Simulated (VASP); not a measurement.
Here is a VASP 6.6.1 calculation.

File POSCAR:

```
KCl
1.0
    5.2347155895      0.0000000000      0.0000000000
   -2.6173577948      4.5333966821      0.0000000000
    0.0000000000      0.0000000000      6.1118014681
K Cl
2 2
Direct
    0.3333333333      0.6666666667     -0.0625000000
    0.6666666667      0.3333333333      0.4375000000
    0.3333333333      0.6666666667      0.4375000000
    0.6666666667      0.3333333333      0.9375000000
```

Contents of INCAR.step1:

```
SYSTEM = KCl
PREC = Accurate ; ENCUT = 520
ISMEAR = 0 ; SIGMA = 0.01
LREAL = .FALSE. ; LASPH = .TRUE.
NELM = 100 ; NBANDS = 24
GGA = PE ; ALGO = Normal
EDIFF = 1E-4 ; LWAVE = .TRUE.
LCHARG = .FALSE.
```

INCAR.step2

```
SYSTEM = KCl
PREC = Accurate ; ENCUT = 520
EDIFF = 1E-7 ; ISMEAR = 0
SIGMA = 0.01 ; LREAL = .FALSE.
LASPH = .TRUE. ; NELM = 100
ALGO = Normal ; ISIF = 2
LWAVE = .FALSE. ; LCHARG = .FALSE.
METAGGA = R2SCAN ; LMIXTAU = .TRUE.
NBANDS = 24 ; ISTART = 1
```

The input KPOINTS:

```
Automatic mesh
0
G
  6 6 4
  0 0 0
```

Potentials or basis: VASP PAW PBE potentials, release 64 (K_sv, Cl).

Launch:

```console
$ cat potpaw_PBE.64/K_sv/POTCAR potpaw_PBE.64/Cl/POTCAR > POTCAR
$ cp INCAR.step1 INCAR
$ mpirun -np 1 vasp_std > vasp.out
$ cp INCAR.step2 INCAR
$ mpirun -np 1 vasp_std > vasp.out
```

(1) Predict the pressure.

(2) Estimate the band gap on the k mesh.

Answers

(1) 1.1 GPa.

(2) 5.45 eV.

Caveat: the PAW data sets were made with another functional, which shifts forces and pressure a little.
